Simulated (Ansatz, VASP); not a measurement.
BeS in VASP and in Ansatz

INCAR

```
SYSTEM = BeS
  ALGO = Normal
  EDIFF = 1E-6
  ENCUT = 520
  GGA = PS
  ISIF = 2
  ISMEAR = 0
  LASPH = .TRUE.
  LCHARG = .FALSE.
  LREAL = .FALSE.
  LWAVE = .FALSE.
  NBANDS = 11
  NELM = 80
  PREC = Accurate
  SIGMA = 0.05
```

The input KPOINTS:

```
k-points
0
G
  10 10 10
  0 0 0
```

POSCAR

```
BeS
1.0
    0.0000000000      2.3543394463      2.3923782606
    2.3923782606      0.0000000000      2.3923782606
    2.3923782606      2.3543394463      0.0000000000
Be S
1 1
Direct
    0.0000000000      0.0000000000      0.0000000000
    0.7500000000      0.7500000000      0.7500000000
```

Input for Ansatz:

```yaml
crystal:
  lattice:
    - [0.0, 2.3543394463, 2.3923782606]
    - [2.3923782606, 0.0, 2.3923782606]
    - [2.3923782606, 2.3543394463, 0.0]
  atoms:
    - { symbol: Be, position: [0.0, 0.0, 0.0] }
    - { symbol: S, position: [0.75, 0.75, 0.75] }
basis:
  ecutwfc: 520.0
kpoints:
  mp_grid: { grid: [10, 10, 10] }
hamiltonian:
  xc: pbesol
scf:
  occupations: { method: gaussian, width: 0.05 }
output:
  forces: true
  stress: true
  eigenvalues: true
```

Alike in both runs: task single point; functional PBEsol; k mesh 10 × 10 × 10; occupations gaussian, width 0.05 eV; no spin polarisation.

```csv
,VASP,Ansatz
version,VASP 6.6.1,Ansatz 0.2.0
potentials or method,"VASP PAW PBE potentials, release 64 (Be, S), cutoff 520 eV","scalar-relativistic, plane waves, PAW"
valence electrons in the cell,8,8
```

```tsv
	VASP	Ansatz	Ansatz less VASP
gap on the k mesh at the Fermi level (eV)	2.65	2.64	-0.004
least direct gap on the mesh (eV)	5.51	5.48	-0.030
pressure (GPa)	5.4	5.2	-0.17
traceless stress, the component that is largest in VASP (GPa)	1.00	1.01	+0.005
```

VASP's potentials were made for PBE, not for PBEsol. With one functional, cell and mesh, what is left measures potentials, basis and numerics.
